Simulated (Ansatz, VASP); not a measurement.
# Two plane-wave programs on GaS3

```xyz
4
Lattice="3.8429 0.0000 0.0000 -1.9214 3.3280 0.0000 0.0000 0.0000 7.2621" Properties=species:S:1:pos:R:3 pbc="T T T"
Ga    0.0000    0.0000    0.0000
S     1.9214    0.0000    0.0000
S    -0.9607    1.6640    0.0000
S     0.9607    1.6640    0.0000
```

Alike in both runs: task relaxation of cell and atoms; functional PBE; k mesh 6 × 6 × 4; occupations gaussian, width 0.1 eV; no spin polarisation.

```csv
,VASP,Ansatz
version,VASP 6.6.1,Ansatz 0.2.0
potentials or method,"VASP PAW PBE potentials, release 64 (Ga_d, S), cutoff 600 eV","scalar-relativistic, plane waves, PAW"
valence electrons in the cell,31,31
```

VASP gave:

| Quantity | Value |
| --- | --- |
| gap on the k mesh at the Fermi level, each at its own relaxed structure (eV) | none |
| relaxed volume (Å³/atom) | 42.64 |
| relaxed cell length with the largest relative difference (Å) | 7.257 |

Question: Estimate Ansatz's values.

Answer: gap on the k mesh at the Fermi level, each at its own relaxed structure (eV): none; relaxed volume (Å³/atom): 29.91; relaxed cell length with the largest relative difference (Å): 5.209.

A gap of «none» marks a metal or a gap that the smearing closes. One of these differences is far larger than is usual between the two programs; its cause wasn't traced.

Noted on VASP's run: the volume moved by over 15 % at a fixed basis, so the end points are rough.
